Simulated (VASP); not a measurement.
Here is a VASP 6.6.1 calculation.

Contents of INCAR:

```
ALGO     = Normal         # electronic algorithm
EDIFF    = 1E-7           # SCF threshold, eV
ENCUT    = 520            # plane-wave cutoff, eV
GGA      = PS             # functional
ISIF     = 2              # what is computed and relaxed
ISMEAR   = 0              # smearing method
LASPH    = T              # aspherical terms in the spheres
LCHARG   = F              # write CHGCAR
LREAL    = F              # projectors in reciprocal space
LWAVE    = F              # write WAVECAR
NBANDS   = 25             # bands
NELM     = 80             # most SCF steps
PREC     = Accurate       # precision mode
SIGMA    = 0.01           # smearing width, eV
```

File KPOINTS:

```
k-points
0
Gamma
  6 6 6
```

POSCAR

```
SiO2
1.0
   -2.3740500000      2.3740500000      3.7440000000
    2.3740500000     -2.3740500000      3.7440000000
    2.3740500000      2.3740500000     -3.7440000000
Si O
2 4
Direct
    0.0000000000      0.0000000000      0.0000000000
    0.7500000000      0.2500000000      0.5000000000
    0.9983800000      0.6250000000      0.8733800000
    0.3750000000      0.2483800000      0.3733800000
    0.7516200000      0.1250000000      0.1266200000
    0.8750000000      0.0016200000      0.6266200000
```

Potentials or basis: VASP PAW PBE potentials, release 64 (Si, O).

Command:

```bash
$ cat potpaw_PBE.64/Si/POTCAR potpaw_PBE.64/O/POTCAR > POTCAR
$ mpirun -np 1 vasp_std > vasp.out
```

(1) What does it give for the largest force?

(2) What does it give for the band gap on the k mesh?

(3) Predict the pressure.

## Answers

(1) 0.026 eV/Å.

(2) 5.97 eV, direct.

(3) 1.6 GPa.

Caveat: the PAW data sets were made with another functional, which shifts forces and pressure a little.
